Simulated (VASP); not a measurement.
A run of VASP 6.6.1 is set up as follows.

Contents of INCAR:

```
  PREC = Accurate
  ENCUT = 600
  EDIFF = 1E-6
  ISMEAR = 0
  SIGMA = 0.01
  LREAL = F
  LASPH = T
  NELM = 120
  ALGO = Normal
  ISIF = 2
  LWAVE = F
  LCHARG = T
  GGA = PE
  LELF = T
  LVHAR = T
  NBANDS = 11
  GGA_COMPAT = F
```

The input KPOINTS:

```
Automatic mesh
0
Gamma
  8 8 8
```

The input POSCAR:

```
MgS
1.0
    0.0000000000      2.7014981612      2.7014981612
    2.7014981612      0.0000000000      2.7014981612
    2.7014981612      2.7014981612      0.0000000000
Mg S
1 1
Direct
    0.0000000000      0.0000000000      0.0000000000
    0.7500000000      0.7500000000      0.7500000000
```

Potentials or basis: VASP PAW PBE potentials, release 64 (Mg, S).

Launch:

```console
$ cat potpaw_PBE.64/Mg/POTCAR potpaw_PBE.64/S/POTCAR > POTCAR
$ mpirun -np 1 vasp_std > vasp.out
```

Q: What does it give for the band gap on the k mesh?

A: 3.73 eV, indirect (least direct gap 4.20 eV).

Q: Estimate the pressure.

A: 12.0 GPa.

A k mesh can miss the band edges. Expect the measured gap to be larger: semilocal functionals such as PBE lack the derivative discontinuity.
